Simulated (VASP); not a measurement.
Here is a VASP 6.6.1 calculation.

The input INCAR:

```
PREC = Accurate
ENCUT = 520
EDIFF = 1E-6
ISMEAR = 0
SIGMA = 0.01
LREAL = F
LASPH = T
NELM = 100
ALGO = Normal
ISIF = 2
LWAVE = F
LCHARG = F
GGA = CA
NBANDS = 17
```

KPOINTS

```
Automatic mesh
0
Gamma
  7 7 7
```

POSCAR

```
PbS
1.0
    0.0000000000      2.8935726822      2.8935726822
    2.8935726822      0.0000000000      2.8935726822
    2.8935726822      2.8935726822      0.0000000000
Pb S
1 1
Direct
    0.0000000000      0.0000000000      0.0000000000
    0.5000000000      0.5000000000      0.5000000000
```

Potentials or basis: VASP PAW LDA potentials, release 64 (Pb_d, S).

Run with:

```bash
$ cat potpaw_LDA.64/Pb_d/POTCAR potpaw_LDA.64/S/POTCAR > POTCAR
$ mpirun -np 1 vasp_std > vasp.out
```

**Question.** What does it give for the pressure?

**Answer.** 2.0 GPa.
